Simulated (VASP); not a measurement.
Here is a VASP 6.6.1 calculation.

POSCAR

```
InP
1.0
    0.0000000000      2.9535922759      2.9535922759
    2.9535922759      0.0000000000      2.9535922759
    2.9535922759      2.9535922759      0.0000000000
In P
1 1
Direct
    0.0000000000      0.0000000000      0.0000000000
    0.2500000000      0.2500000000      0.2500000000
```

File INCAR.step1:

```
SYSTEM = InP
  PREC = Accurate
  ENCUT = 550
  ISMEAR = -1
  SIGMA = 0.1
  LREAL = .False.
  LASPH = .True.
  NELM = 120
  NBANDS = 16
  GGA = PE
  ALGO = Normal
  EDIFF = 1E-5
  LWAVE = .True.
  LCHARG = .False.
  GGA_COMPAT = .False.
```

The input INCAR.step2:

```
SYSTEM = InP
  PREC = Accurate
  ENCUT = 550
  EDIFF = 1E-6
  ISMEAR = -1
  SIGMA = 0.1
  LREAL = .False.
  LASPH = .True.
  NELM = 120
  ALGO = Normal
  ISIF = 2
  LWAVE = .False.
  LCHARG = .True.
  METAGGA = R2SCAN
  LMIXTAU = .True.
  LELF = .True.
  LVHAR = .True.
  NBANDS = 16
  ISTART = 1
  GGA_COMPAT = .False.
```

Contents of KPOINTS:

```
regular mesh
0
Gamma
  8 8 8
  0 0 0
```

Potentials or basis: VASP PAW PBE potentials, release 64 (In_d, P).

Run with:

```bash
$ cat potpaw_PBE.64/In_d/POTCAR potpaw_PBE.64/P/POTCAR > POTCAR
$ cp INCAR.step1 INCAR
$ mpirun -np 1 vasp_std > vasp.out
$ cp INCAR.step2 INCAR
$ mpirun -np 1 vasp_std > vasp.out
```

Task: What does it give for the pressure?

Result: -0.1 GPa.

Task: What does it give for the band gap on the k mesh?

Result: 1.03 eV.

Caveat: the PAW data sets were made with another functional, which shifts forces and pressure a little; spin-orbit coupling is left out, which moves the levels of the heavy elements.
